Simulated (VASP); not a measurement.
Write the native input for VASP 6.6.1 that does the following.

```yaml
Task: relaxation of cell and atoms
Functional: r2SCAN
Potentials_or_basis: VASP PAW PBE potentials, release 64 (La)
Cutoff: 600 eV
k_mesh: 7 × 7 × 4
Occupations: fermi-dirac, width 0.1 eV
Spin: no spin polarisation
Target_pressure: 20 GPa
Dipole_correction: no
Further_INCAR_settings: ALGO = Normal; EDIFF = 1e-06; IBRION = 2; EDIFFG = -0.03; NSW = 80; ISIF = 3
```

Crystal: La.

```xyz
2
Lattice="3.7500 0.0000 0.0000 -1.8750 3.2476 0.0000 0.0000 0.0000 6.0700" Properties=species:S:1:pos:R:3 pbc="T T T"
La    0.0000    2.1651    1.5175
La    1.8750    1.0825    4.5525
```

The input as run:

POSCAR

```
La
1.0
    3.7500000000      0.0000000000      0.0000000000
   -1.8750000000      3.2475952600      0.0000000000
    0.0000000000      0.0000000000      6.0700000000
La
2
Direct
    0.3333333300      0.6666666700      0.2500000000
    0.6666666700      0.3333333300      0.7500000000
```

INCAR.step1

```
PREC     = Accurate       # precision mode
ENCUT    = 600            # plane-wave cutoff, eV
ISMEAR   = -1             # smearing method
SIGMA    = 0.1            # smearing width, eV
LREAL    = False          # projectors in reciprocal space
LASPH    = True           # aspherical terms in the spheres
NELM     = 100            # most SCF steps
GGA      = PE             # functional
ALGO     = Normal         # electronic algorithm
EDIFF    = 1E-4           # SCF threshold, eV
LWAVE    = True           # write WAVECAR
LCHARG   = False          # write CHGCAR
```

INCAR.step2

```
PREC     = Accurate       # precision mode
ENCUT    = 600            # plane-wave cutoff, eV
EDIFF    = 1E-6           # SCF threshold, eV
ISMEAR   = -1             # smearing method
SIGMA    = 0.1            # smearing width, eV
LREAL    = False          # projectors in reciprocal space
LASPH    = True           # aspherical terms in the spheres
NELM     = 100            # most SCF steps
ALGO     = Normal         # electronic algorithm
ISIF     = 3              # what is computed and relaxed
LWAVE    = False          # write WAVECAR
LCHARG   = False          # write CHGCAR
METAGGA  = R2SCAN         # meta-GGA
LMIXTAU  = True         
IBRION   = 2              # ionic algorithm
NSW      = 80             # ionic steps
EDIFFG   = -0.03          # ionic threshold
PSTRESS  = 200.0        
ISTART   = 1
```

KPOINTS

```
regular mesh
0
Gamma
  7 7 4
```

Potentials or basis: VASP PAW PBE potentials, release 64 (La).

The run is started by

```console
$ cat potpaw_PBE.64/La/POTCAR > POTCAR
$ cp INCAR.step1 INCAR
$ mpirun -np 1 vasp_std > vasp.out
$ cp INCAR.step2 INCAR
$ mpirun -np 1 vasp_std > vasp.out
```

Results of the run:

The relaxed volume is 23.70 Å³/atom, the relaxed cell is a = 3.165 Å, b = 3.165 Å, c = 5.464 Å, α = 90.00°, β = 90.00°, γ = 120.00° and the space group after relaxing (to 0.05 Å) is P6_3/mmc (No. 194). The energy change on relaxing (the enthalpy is what falls) is +638.7 meV/atom, the ionic steps are 9 and the pressure after relaxing is 20.0 GPa. The band gap on the k mesh is zero (band 11 reaches 14.55 eV, above the bottom of band 12 at 11.88 eV).

Caveat: the cell is relaxed towards a set pressure, so the enthalpy falls and the energy may rise; the volume moved by over 15 % at a fixed basis, so the end points are rough; the PAW data sets were made with another functional, which shifts forces and pressure a little; spin-orbit coupling is left out, which moves the levels of the heavy elements.

Run time: 12 min on 1 thread of Intel(R) Xeon(R) Platinum 8488C (Sapphire Rapids), on a shared host, peak memory 0.25 GiB.
